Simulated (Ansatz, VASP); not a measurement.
# LaScF2: VASP beside Ansatz

```xyz
4
Lattice="4.2846 0.0000 0.0000 0.0000 4.2846 0.0000 0.0000 0.0000 3.8151" Properties=species:S:1:pos:R:3 pbc="T T T"
La    0.0000    0.0000    0.0000
Sc    2.1423    2.1423    0.0000
F     2.1423    0.0000    1.9076
F     0.0000    2.1423    1.9076
```

Change from the starting cell: species swapped into the CePd2Pt type (P4/mmm, No. 123).

Alike in both runs: functional PBE; k mesh 12 × 12 × 12; occupations gaussian, width 0.1 eV; no spin polarisation.

Ansatz relaxed the structure, and its values are those at the end. VASP's run is a single point on that final structure, the one shown.

|  | VASP | Ansatz |
| --- | --- | --- |
| version | VASP 6.6.1 | Ansatz 0.2.0 |
| potentials or method | VASP PAW PBE potentials, release 64 (La, Sc_sv, F), cutoff 520 eV | scalar-relativistic, plane waves, PAW |
| valence electrons in the cell | 36 | 36 |

```tsv
	VASP	Ansatz	Ansatz less VASP
gap on the k mesh at the Fermi level (eV)	none	none	-
pressure (GPa)	-0.1	0.0	+0.13
```

A gap of «none» marks a metal or a gap that the smearing closes.

Spin-orbit coupling is off throughout.
